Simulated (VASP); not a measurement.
Runs of VASP 6.6.1 on SnS2. Symmetry: P-3m1, No. 164, trigonal system. The conventional cell has a = 3.661 Å, b = 3.661 Å, c = 5.962 Å, α = 90.00°, β = 90.00°, γ = 120.00°. Sn (site symmetry -3m) has 6 S at 2.57 Å within 3.4 Å. S (site symmetry 3m) has 3 Sn at 2.57 Å within 3.4 Å. 

```tsv
level	potentials or basis	k mesh	cutoff (eV)	grid for exact exchange (PRECFOCK)	share of exact exchange	screening parameter	gap on the mesh (eV)	pressure (GPa)	largest force (eV/Å)
PBE	VASP PAW PBE potentials, release 64 (Sn_d, S)	6 × 6 × 2	500	-	-	-	1.53	3.0	0.21
r2SCAN	VASP PAW PBE potentials, release 64 (Sn_d, S)	6 × 6 × 2	550	-	-	-	1.85	0.8	0.04
LDA	VASP PAW LDA potentials, release 64 (Sn_d, S)	6 × 6 × 2	500	-	-	-	1.37	(c)	0.04
HSE06	VASP PAW PBE potentials, release 64 (Sn_d, S)	6 × 6 × 2	400	Normal	0.25	0.2079 1/Å	(b)	-0.3	0.27
PBE	VASP PAW PBE potentials, release 64 (Sn_d, S)	6 × 6 × 4	500	-	-	-	(a)	3.0	0.21
```

Alike in all rows: task single point; no spin polarisation; cell as given; smearing gaussian 0.01 eV.

**Question.** Fill in the values left out.

**Answer.** (a) 1.51; (b) 2.43; (c) -1.7.

Caveats: some runs use coarse meshes; spin-orbit coupling is left out, which moves the levels of the heavy elements; this functional lacks dispersion, which binds the layers, so the pressure and a relaxed spacing across them are unreliable (at least some runs); the PAW data sets were made with another functional, which shifts forces and pressure a little (at least some runs); the cell stands under pressure (at least some runs).

A k mesh can miss the band edges, and the runs leave out spin-orbit coupling on Sn.
